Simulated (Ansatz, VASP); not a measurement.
**One calculation of Cs, two programs**

```
Cs
1.0
     0.00000    5.07423    5.07423
     5.07423    0.00000    5.07423
     5.07423    5.07423    0.00000
Cs
2
Direct
  0.87500 0.87500 0.87500
  0.12500 0.12500 0.12500
```

Change from the starting cell: volume scaled by 0.7, LAPW.

Alike in both runs: task single point; functional PBE; k mesh 6 × 6 × 6; occupations fermi-dirac, width 0.08 eV; no spin polarisation.

|  | VASP | Ansatz |
| --- | --- | --- |
| version | VASP 6.6.1 | Ansatz 0.2.0 |
| potentials or method | VASP PAW PBE potentials, release 64 (Cs_sv), cutoff 520 eV | all-electron LAPW, scalar-relativistic |

```csv
,VASP,Ansatz,Ansatz less VASP
pressure (GPa),0.4,0.4,+0.01
```

Ansatz ran all-electron here, and VASP with PAW potentials.

Neither program's run includes spin-orbit coupling.
